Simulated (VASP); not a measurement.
A run of VASP 6.6.1:

Contents of INCAR:

```
ALGO = Normal
EDIFF = 1E-6
ENCUT = 500
GGA = PE
GGA_COMPAT = F
ISIF = 2
ISMEAR = -1
IVDW = 13
LASPH = T
LCHARG = F
LREAL = F
LWAVE = F
NBANDS = 12
NELM = 120
PREC = Accurate
SIGMA = 0.01
```

File KPOINTS:

```
k-points
0
Gamma
  12 12 12
```

POSCAR

```
Zn
1.0
   -1.5690370000      1.5690370000      1.5690370000
    1.5690370000     -1.5690370000      1.5690370000
    1.5690370000      1.5690370000     -1.5690370000
Zn
1
Direct
    0.0000000000      0.0000000000      0.0000000000
```

Potentials or basis: VASP PAW PBE potentials, release 64 (Zn).

The run is started by

```bash
$ cat potpaw_PBE.64/Zn/POTCAR > POTCAR
$ mpirun -np 1 vasp_std > vasp.out
```

Hardware: 1 thread of Intel(R) Xeon(R) Platinum 8488C (Sapphire Rapids), on a shared host.

Estimate the wall time of this run.

Wall time 6.9 s on 1 thread of Intel(R) Xeon(R) Platinum 8488C (Sapphire Rapids) (shared host), peak memory 0.12 GiB. Counts: scf iterations 10, k points 72.
